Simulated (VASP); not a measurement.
# SiSn2Ge3 (P-3m1) in VASP: single point with PBE

Aim: the single point of SiSn2Ge3 with PBE.

All numbers are computed with VASP 6.6.1; they aren't measurements. Logs are shortened: lines on timing, memory, paths and dates and some standing lists are left out, and cuts for length are marked.

### Step 1. The cell of the first run

The typed cell holds 6 atoms: a = 5.220 Å, b = 5.220 Å, c = 5.579 Å, α = 90.00°, β = 90.00°, γ = 120.00°.

### Step 2. Single point, PBE

INCAR

```
SYSTEM = SiSn2Ge3
PREC = Accurate ; ENCUT = 520
EDIFF = 1E-6 ; ISMEAR = 0
SIGMA = 0.1 ; LREAL = .FALSE.
LASPH = .TRUE. ; NELM = 100
ALGO = Normal ; ISIF = 2
LWAVE = .FALSE. ; LCHARG = .FALSE.
GGA = PE ; NBANDS = 46
```

KPOINTS

```
Automatic mesh
0
G
  12 12 6
  0 0 0
```

POSCAR

```
SiSn2Ge3
1.0
    5.2201130389      0.0000000000      0.0000000000
   -2.6100565194      4.5207505023      0.0000000000
    0.0000000000      0.0000000000      5.5785689697
Si Sn Ge
1 2 3
Direct
    0.0000000000      0.0000000000      0.0000000000
    0.3333333333      0.6666666667      0.0004725759
    0.6666666667      0.3333333333      0.9995274241
    0.3333333333      0.6666666667      0.5003799240
    0.6666666667      0.3333333333      0.4996200760
    0.0000000000      0.0000000000      0.5000000000
```

Potentials or basis: VASP PAW PBE potentials, release 64 (Si, Sn_d, Ge_d).

Run with:

```console
$ cat potpaw_PBE.64/Si/POTCAR potpaw_PBE.64/Sn_d/POTCAR potpaw_PBE.64/Ge_d/POTCAR > POTCAR
$ mpirun -np 1 vasp_std > vasp.out
```

OUTCAR:

```text
SYSTEM = SiSn2Ge3
   PREC = Accurate
   ENCUT = 520
   EDIFF = 1E-6
   ISMEAR = 0
   LREAL = .FALSE.
   LASPH = .TRUE.
   NELM = 100
   ISIF = 2
   GGA = PE

 ion  position               nearest neighbor table
   1  0.000  0.000  0.000-   6 2.79   6 2.79   2 3.01   3 3.01   2 3.01   3 3.01   3 3.01   2 3.01

   2  0.333  0.667  0.000-   4 2.79   4 2.79   1 3.01   1 3.01   1 3.01   3 3.01   3 3.01   3 3.01

   3  0.667  0.333  1.000-   5 2.79   5 2.79   1 3.01   1 3.01   1 3.01   2 3.01   2 3.01   2 3.01

   4  0.333  0.667  0.500-   2 2.79   2 2.79
   5  0.667  0.333  0.500-   3 2.79   3 2.79
   6  0.000  0.000  0.500-   1 2.79   1 2.79

  LATTYP: Found a hexagonal cell.
 ALAT       =     5.2201130389
 C/A-ratio  =     1.0686682315

  Lattice vectors:

 A1 = (   5.2201130389,   0.0000000000,   0.0000000000)
 A2 = (  -2.6100565194,   4.5207505023,   0.0000000000)
 A3 = (   0.0000000000,   0.0000000000,   5.5785689697)

Analysis of symmetry for initial positions (statically):
=====================================================================
 Subroutine PRICEL returns:
 Original cell was already a primitive cell.

 Routine SETGRP: Setting up the symmetry group for a
 hexagonal supercell.

 Subroutine GETGRP returns: Found 12 space group operations
 (whereof 12 operations were pure point group operations)
 out of a pool of 24 trial point group operations.

The static configuration has the point symmetry D_3d.

Analysis of symmetry for dynamics (positions and initial velocities):
=====================================================================
 Subroutine PRICEL returns:
 Original cell was already a primitive cell.

 Routine SETGRP: Setting up the symmetry group for a
 hexagonal supercell.

 Subroutine GETGRP returns: Found 12 space group operations
 (whereof 12 operations were pure point group operations)
 out of a pool of 24 trial point group operations.

The dynamic configuration has the point symmetry D_3d.

 Subroutine INISYM returns: Found 12 space group operations
 (whereof 12 operations are pure point group operations),
 and found     1 'primitive' translations

----------------------------------------------------------------------------------------

                                     Primitive cell

  volume of cell :     131.6477

  direct lattice vectors                    reciprocal lattice vectors
     5.220113039  0.000000000  0.000000000     0.191566733  0.110601105  0.000000000
    -2.610056519  4.520750502  0.000000000     0.000000000  0.221202210  0.000000000
     0.000000000  0.000000000  5.578568970     0.000000000  0.000000000  0.179257441

  length of vectors
     5.220113039  5.220113039  5.578568970     0.221202210  0.221202210  0.179257441

  position of ions in fractional coordinates (direct lattice)
     0.000000000  0.000000000  0.000000000
     0.333333333  0.666666667  0.000472576
     0.666666667  0.333333333  0.999527424
     0.333333333  0.666666667  0.500379924
     0.666666667  0.333333333  0.499620076
     0.000000000  0.000000000  0.500000000

  ion indices of the primitive-cell ions
   primitive index   ion index
                 1           1
                 2           2
                 3           3
                 4           4
                 5           5
                 6           6

----------------------------------------------------------------------------------------

 KPOINTS: Automatic mesh

Automatic generation of k-mesh.
 Grid dimensions read from file:
 generate k-points for:   12   12    6

 Generating k-lattice:

  Cartesian coordinates                     Fractional coordinates (reciprocal lattice)
     0.015963894  0.009216759  0.000000000     0.083333333  0.000000000  0.000000000
     0.000000000  0.018433517  0.000000000     0.000000000  0.083333333  0.000000000
     0.000000000  0.000000000  0.029876240     0.000000000  0.000000000  0.166666667

  Length of vectors
     0.018433517  0.018433517  0.029876240

  Shift w.r.t. Gamma in fractional coordinates (k-lattice)
     0.000000000  0.000000000  0.000000000

 Subroutine IBZKPT returns following result:
 ===========================================

 Found    100 irreducible k-points:

 Following reciprocal coordinates:
            Coordinates               Weight
  0.000000  0.000000  0.000000      1.000000
  0.083333 -0.000000  0.000000      6.000000
  0.166667 -0.000000  0.000000      6.000000
  0.250000 -0.000000  0.000000      6.000000
  0.333333  0.000000  0.000000      6.000000
  0.416667  0.000000  0.000000      6.000000
[... 16 lines left out ...]
  0.166667 -0.000000  0.166667      6.000000
  0.000000  0.166667  0.166667      6.000000
 [... further k-points ...]
   k-points           NKPTS =    100   k-points in BZ     NKDIM =    100   number of bands    NBANDS=     46
   number of dos      NEDOS =    301   number of ions     NIONS =      6
   total plane-waves  NPLWV =  67200
   dimension x,y,z NGX =    40 NGY =   40 NGZ =   42
   dimension x,y,z NGXF=    80 NGYF=   80 NGZF=   84
   ions per type =               1   2   3
   NGX,Y,Z   is equivalent  to a cutoff of  12.74, 12.74, 12.52 a.u.
   NGXF,Y,Z  is equivalent  to a cutoff of  25.48, 25.48, 25.03 a.u.
 SYSTEM =  SiSn2Ge3
   PREC   = accura    normal or accurate (medium, high low for compatibility)
   ISTART =      0    job   : 0-new  1-cont  2-samecut
   ICHARG =      2    charge: 1-file 2-atom 10-const
   ISPIN  =      1    spin polarized calculation?
   LNONCOLLINEAR =      F non collinear calculations
   LSORBIT =      F    spin-orbit coupling
   LASPH  =      T    aspherical Exc in radial PAW
   ENCUT  =  520.0 eV  38.22 Ry    6.18 a.u.   9.71  9.71 10.37*2*pi/ulx,y,z
   NELM   =    100;   NELMIN=  2; NELMDL= -5     # of ELM steps
   EDIFF  = 0.1E-05   stopping-criterion for ELM
   LREAL  =      F    real-space projection
   EDIFFG = 0.1E-04   stopping-criterion for IOM
   NSW    =      0    number of steps for IOM
   IBRION =     -1    ionic relax: 0-MD 1-quasi-New 2-CG
   NFREE  =      0    steps in history (QN), initial steepest desc. (CG)
   ISIF   =      2    stress and relaxation
   ISYM   =      2    0-nonsym 1-usesym 2-fastsym
   POTIM  = 0.5000    time-step for ionic-motion
   TEBEG  =    0.0;   TEEND  =   0.0 temperature during run
   PSTRESS=    0.0 pullay stress
   NELECT =      74.0000    total number of electrons
   NUPDOWN=      -1.0000    fix difference up-down
   EMIN   =  10.00;   EMAX   =-10.00  energy-range for DOS
   EFERMI =   0.00;   METHOD = LEGACY
   ISMEAR =     0;   SIGMA  =   0.10  broadening in eV -4-tet -1-fermi 0-gaus
   EFERMI_NEDOS =   21; number of points for ismear=-14 and -15
   IALGO  =     38    algorithm
   IMIX   =      4    mixing-type and parameters
     AMIX     =   0.40;   BMIX     =  1.00
     AMIX_MAG =   1.60;   BMIX_MAG =  1.00
  volume/ion in A,a.u.               =      21.94       148.07
  Fermi-wavevector in a.u.,A,eV,Ry     =   1.351080  2.553171 24.836299  1.825417
  Thomas-Fermi vector in A             =   2.478531
   LORBIT       =      0    0 simple, 1 ext, 2 COOP (PROOUT), +10 PAW based schemes
   GGA     = PE    functional components
   LHFCALC =     F    Hartree Fock is set to
   AEXX    =    0.0000 exact exchange contribution
   IVDW    =     0    specifies the selected vdW correction
   LEPSILON=     F    determine dielectric tensor
   LRPA    =     F    only Hartree local field effects (RPA)
 non-spin polarized calculation
 Gauss-broadening in eV      SIGMA  =   0.10
  energy-cutoff  :      520.00
  volume of cell :      131.65
 maximum number of plane-waves:      3573
 NGX is ok and might be reduce to    40
   NGX = 19   NGY = 19   NGZ = 21

 number of electron      73.9999985 magnetization

 Free energy of the ion-electron system (eV)
  ---------------------------------------------------
  ext. energy  EPLUGINS =         0.00000000
  ---------------------------------------------------
  free energy    TOTEN  =       -24.82850450 eV

  energy without entropy =      -24.81441715  energy(sigma->0) =      -24.82146083

 E-fermi :   7.0948     XC(G=0): -10.6203

 val. band max:        7.0904901318   @ k =   0.0833   0.0833   0.1667
 cond. band min:       7.1082235077   @ k =   0.2500   0.2500   0.1667
 fundamental gap:      0.0177333759
 Fermi energy:         7.0947883894

 k-point     1 :       0.0000    0.0000    0.0000
  band No.  band energies     occupation
      1     -17.5608      2.00000
      2     -17.5608      2.00000
      3     -17.5510      2.00000
      4     -17.5272      2.00000
      5     -17.5272      2.00000
      6     -17.5188      2.00000
[... 38 lines left out ...]
     45      12.1962      0.00000
     46      12.1962      0.00000

 k-point     2 :       0.0833   -0.0000    0.0000
  band No.  band energies     occupation
      1     -17.5611      2.00000
      2     -17.5592      2.00000
      3     -17.5503      2.00000
      4     -17.5359      2.00000
      5     -17.5338      2.00000
      6     -17.5196      2.00000
[... 38 lines left out ...]
     45      12.5976      0.00000
     46      12.7144      0.00000

 k-point     3 :       0.1667   -0.0000    0.0000
  band No.  band energies     occupation
      1     -17.5620      2.00000
      2     -17.5562      2.00000
      3     -17.5521      2.00000
      4     -17.5436      2.00000
      5     -17.5423      2.00000
      6     -17.5215      2.00000
[... 38 lines left out ...]
     45      12.5696      0.00000
     46      13.2643      0.00000

 k-point     4 :       0.2500   -0.0000    0.0000
  band No.  band energies     occupation
      1     -17.5660      2.00000
      2     -17.5633      2.00000
      3     -17.5510      2.00000
      4     -17.5494      2.00000
      5     -17.5370      2.00000
      6     -17.5234      2.00000
[... 920 lines left out ...]
     45      12.1155      0.00000
     46      13.1885      0.00000

 k-point    23 :       0.1667   -0.0000    0.1667
  band No.  band energies     occupation
      1     -17.5620      2.00000
      2     -17.5561      2.00000
      3     -17.5513      2.00000
      4     -17.5425      2.00000
      5     -17.5423      2.00000
      6     -17.5212      2.00000
[... 38 lines left out ...]
     45      12.1836      0.00000
     46      12.8203      0.00000

 k-point    24 :       0.0000    0.1667    0.1667
  band No.  band energies     occupation
      1     -17.5620      2.00000
      2     -17.5561      2.00000
      3     -17.5513      2.00000
      4     -17.5425      2.00000
      5     -17.5423      2.00000
      6     -17.5212      2.00000
[... 38 lines left out ...]
     45      12.1836      0.00000
     46      12.8217      0.00000

 [... further k-points ...]
[... 5 lines left out ...]
  --------------------------------------------------------------------------------------
  -------------------------------------------------------------------------------------
  Total        0.0024125      0.0024125     -0.0107691      0.0000000      0.0000000      0.0000000
  in kB        0.0293601      0.0293601     -0.1310625      0.0000000      0.0000000      0.0000000
  external PRESSURE =      -0.0241141 kB  Pullay stress =       0.0000000 kB

 VOLUME and BASIS-vectors are now :
 -----------------------------------------------------------------------------
  energy-cutoff  :      520.00
  volume of cell :      131.65
      direct lattice vectors                 reciprocal lattice vectors
     5.220113039  0.000000000  0.000000000     0.191566733  0.110601105  0.000000000
    -2.610056519  4.520750502  0.000000000     0.000000000  0.221202210  0.000000000
     0.000000000  0.000000000  5.578568970     0.000000000  0.000000000  0.179257441

 POSITION                                       TOTAL-FORCE (eV/Angst)
 -----------------------------------------------------------------------------------
      0.00000      0.00000      0.00000        -0.000000      0.000000      0.000000
     -0.00000      3.01383      0.00264        -0.000000     -0.000000     -0.000842
      2.61006      1.50692      5.57593        -0.000000      0.000000      0.000842
     -0.00000      3.01383      2.79140         0.000000     -0.000000     -0.000482
      2.61006      1.50692      2.78717        -0.000000      0.000000      0.000482
      0.00000      0.00000      2.78928        -0.000000      0.000000      0.000000
 -----------------------------------------------------------------------------------
    total drift:                                0.000000     -0.000000      0.000000

  FREE ENERGIE OF THE ION-ELECTRON SYSTEM (eV)
  ---------------------------------------------------
  free  energy   TOTEN  =       -24.8285045015 eV

  energy  without entropy=      -24.8144171491  energy(sigma->0) =      -24.82146083
```

It took 13 min on 1 thread of Oxide Virtual Turin-like, shared host; peak memory 0.57 GiB.

What came out:

```
Free energy            : -24.8285 eV
Pressure               : 0.0 GPa
Band gap on the k mesh : zero (band 37 reaches 8.28 eV, above the bottom of band 38 at 5.12 eV)
```

Caveat: spin-orbit coupling is left out, which moves the levels of the heavy elements.
